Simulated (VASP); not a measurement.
A run of VASP 6.6.1 is set up as follows.

Contents of INCAR:

```
SYSTEM = W
PREC = Accurate ; ENCUT = 500
EDIFF = 1E-6 ; ISMEAR = -1
SIGMA = 0.1 ; LREAL = .False.
LASPH = .True. ; NELM = 120
ALGO = Normal ; ISIF = 2
LWAVE = .False. ; LCHARG = .False.
GGA = PE ; NBANDS = 13
GGA_COMPAT = .False.
```

File KPOINTS:

```
regular mesh
0
Gamma
  8 8 8
  0 0 0
```

File POSCAR:

```
W
1.0
   -1.6236221614      1.6236221614      1.6236221614
    1.6236221614     -1.6236221614      1.6236221614
    1.6236221614      1.6236221614     -1.6236221614
W
1
Direct
    0.0000000000      0.0000000000      0.0000000000
```

Potentials or basis: VASP PAW PBE potentials, release 64 (W_sv).

Run with:

```sh
$ cat potpaw_PBE.64/W_sv/POTCAR > POTCAR
$ mpirun -np 1 vasp_std > vasp.out
```

(1) What does it give for the band gap on the k mesh?

(2) Estimate the pressure.

## Answers

(1) zero (band 7 reaches 14.99 eV, above the bottom of band 8 at 9.26 eV).

(2) -15.4 GPa.

Caveat: spin-orbit coupling is left out, which moves the levels of the heavy elements.
